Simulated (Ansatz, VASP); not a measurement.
# WSe2 in VASP and in Ansatz

Contents of INCAR:

```
  ALGO = Normal
  EDIFF = 1E-7
  ENCUT = 520
  GGA = PS
  ISIF = 2
  ISMEAR = 0
  LASPH = True
  LCHARG = True
  LELF = True
  LREAL = False
  LVHAR = True
  LWAVE = False
  NBANDS = 20
  NELM = 80
  PREC = Accurate
  SIGMA = 0.02
```

KPOINTS

```
k-points
0
Gamma
  12 12 2
```

Contents of POSCAR:

```
WSe2
1.0
    3.2702526784      0.0000000000      0.0000000000
   -1.6351263392      2.8321218963      0.0000000000
    0.0000000000      0.0000000000     16.6612169706
W Se
1 2
Direct
    0.0000000000      0.0000000000      0.0000000000
    0.3333333333      0.6666666667      0.1003992721
    0.3333333333      0.6666666667      0.8996007279
```

Input for Ansatz:

```yaml
crystal:
  lattice:
    - [3.2702526787, 0.0, 0.0]
    - [-1.6351263394, 2.8321218966, 0.0]
    - [0.0, 0.0, 16.6612169678]
  atoms:
    - { symbol: W, position: [0.0, 0.0, 0.0] }
    - { symbol: Se, position: [0.3333333333, 0.6666666667, 0.1003992722] }
    - { symbol: Se, position: [0.3333333333, 0.6666666667, 0.8996007278] }
basis:
  ecutwfc: 420
kpoints:
  mp_grid: { grid: [12, 12, 2] }
hamiltonian:
  xc: pbesol
scf:
  occupations: { method: gaussian, width: 0.02 }
output:
  forces: true
  stress: true
  eigenvalues: true
```

Alike in both runs: task single point; functional PBEsol; k mesh 12 × 12 × 2; occupations gaussian, width 0.02 eV; no spin polarisation.

|  | VASP | Ansatz |
| --- | --- | --- |
| version | VASP 6.6.1 | Ansatz 0.2.0 |
| potentials or method | VASP PAW PBE potentials, release 64 (W_sv, Se), cutoff 520 eV | scalar-relativistic, plane waves, PAW |
| valence electrons in the cell | 26 | 46 |

|  | VASP | Ansatz | Ansatz less VASP |
| --- | --- | --- | --- |
| gap on the k mesh at the Fermi level (eV) | 1.69 | 1.69 | -0.001 |
| least direct gap on the mesh (eV) | 1.69 | 1.69 | +0.003 |
| rms of the force components (eV/Å) | 0.028 | 0.001 | -0.0278 |

VASP's potentials were made for PBE, not for PBEsol. Atom by atom the forces differ by 0.029 eV/Å (rms over components). With one functional, cell and mesh, what is left measures potentials, basis and numerics. VASP's potentials hold 26 valence electrons a cell and Ansatz's 46, so a difference there can come from the potentials and not from the codes.

Neither program's run includes spin-orbit coupling.
